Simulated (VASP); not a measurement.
Wanted: the native input for a VASP 6.6.1 run.

* Task: single point
* Functional: PBE
* Potentials or basis: VASP PAW PBE potentials, release 64 (Zr_sv, Ga_d, Se)
* Cutoff: 520 eV
* k mesh: 6 × 6 × 2
* Occupations: gaussian, width 0.1 eV
* Spin: collinear spin
* Starting moments: [1.0, 0.0, 0.0, 0.0, 0.0] μB
* Dipole correction: no
* Further INCAR settings: ALGO = Normal; EDIFF = 1e-07; NBANDS = 37

The structure of ZrGa2Se2 lies in POSCAR:

```
ZrGa2Se2
1.0
    3.7243830337      0.0000000000      0.0000000000
   -1.8621915168      3.2254103206      0.0000000000
    0.0000000000      0.0000000000      9.5794639843
Zr Ga Se
1 2 2
Direct
    0.0000000000      0.0000000000      0.0000000000
    0.3333333333      0.6666666667      0.5846844793
    0.6666666667      0.3333333333      0.4153155207
    0.6666666667      0.3333333333      0.8250698617
    0.3333333333      0.6666666667      0.1749301383
```

The cell was built from a structure type or drawn by symmetry, and may not be a known phase.

One way to write it, as run:

INCAR

```
PREC = Accurate
ENCUT = 520
EDIFF = 1E-7
ISMEAR = 0
SIGMA = 0.1
LREAL = F
LASPH = T
NELM = 150
ALGO = Normal
ISIF = 2
LWAVE = F
LCHARG = T
ISPIN = 2
MAGMOM = 1 0 0 0 0
LORBIT = 11
LMAXMIX = 4
GGA = PE
LELF = T
LVHAR = T
NBANDS = 37
```

KPOINTS

```
Automatic mesh
0
Gamma
  6 6 2
```

Potentials or basis: VASP PAW PBE potentials, release 64 (Zr_sv, Ga_d, Se).

Launch:

```console
$ cat potpaw_PBE.64/Zr_sv/POTCAR potpaw_PBE.64/Ga_d/POTCAR potpaw_PBE.64/Se/POTCAR > POTCAR
$ mpirun -np 1 vasp_std > vasp.out
```

Results of the run:

The pressure is 0.2 GPa and the largest force is 0.018 eV/Å. The band gap on the k mesh is zero (filled and empty bands overlap) and the net moment is 0.00 μB per cell. The valence electrons inside the program's atomic spheres are Zr 9.69; Ga 11.47; Se 3.88.

It took 80 s on 1 thread of Intel(R) Xeon(R) 6975P-C (Granite Rapids) (shared host), peak memory 0.31 GiB.
